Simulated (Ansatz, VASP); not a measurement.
# F: VASP beside Ansatz

Contents of INCAR:

```
SYSTEM = F
PREC = Accurate
ENCUT = 520
EDIFF = 1E-7
ISMEAR = 0
SIGMA = 0.05
LREAL = .FALSE.
LASPH = .TRUE.
NELM = 80
ALGO = Normal
ISIF = 2
LWAVE = .FALSE.
LCHARG = .FALSE.
GGA = PS
NBANDS = 22
```

The input KPOINTS:

```
Automatic mesh
0
G
  4 4 2
  0 0 0
```

File POSCAR:

```
F
1.0
    3.2389009936     -1.8615074069     -0.2498119861
    3.2389009936      1.8615074069     -0.2498119861
   -2.4354061261      0.0000000000      7.4548272690
F
4
Direct
    0.0848459664      0.0848459664      0.1139841296
    0.9151540336      0.9151540336      0.8860158704
    0.5015719855      0.5015719855      0.5937195244
    0.4984280145      0.4984280145      0.4062804756
```

Input for Ansatz:

```yaml
crystal:
  lattice:
    - [3.2389009936, -1.8615074069, -0.2498119861]
    - [3.2389009936, 1.8615074069, -0.2498119861]
    - [-2.4354061261, 0.0, 7.454827269]
  atoms:
    - { symbol: F, position: [0.0848459664, 0.0848459664, 0.1139841296] }
    - { symbol: F, position: [0.9151540336, 0.9151540336, 0.8860158704] }
    - { symbol: F, position: [0.5015719855, 0.5015719855, 0.5937195244] }
    - { symbol: F, position: [0.4984280145, 0.4984280145, 0.4062804756] }
basis:
  ecutwfc: 520.0
kpoints:
  mp_grid: { grid: [4, 4, 2] }
hamiltonian:
  xc: pbesol
scf:
  occupations: { method: gaussian, width: 0.05 }
output:
  forces: true
  stress: true
  eigenvalues: true
```

Alike in both runs: task single point; functional PBEsol; k mesh 4 × 4 × 2; occupations gaussian, width 0.05 eV; no spin polarisation.

|  | VASP | Ansatz |
| --- | --- | --- |
| version | VASP 6.6.1 | Ansatz 0.2.0 |
| potentials or method | VASP PAW PBE potentials, release 64 (F), cutoff 520 eV | scalar-relativistic, plane waves, PAW |
| valence electrons in the cell | 28 | 28 |

Ansatz gave:

```
gap on the k mesh at the Fermi level (eV)                     : 0.93
least direct gap on the mesh (eV)                             : 0.97
pressure (GPa)                                                : -6.6
traceless stress, the component that is largest in VASP (GPa) : -10.83
rms of the force components (eV/Å)                            : 1.899
```

Question: Estimate VASP's values.

Answer: gap on the k mesh at the Fermi level (eV): 0.90; least direct gap on the mesh (eV): 0.93; pressure (GPa): -6.7; traceless stress, the component that is largest in VASP (GPa): -10.17; rms of the force components (eV/Å): 1.821.

VASP's potentials were made for PBE, not for PBEsol. Atom by atom the forces differ by 0.133 eV/Å (rms over components).

The k mesh is coarse, so the values compare programs but aren't converged.
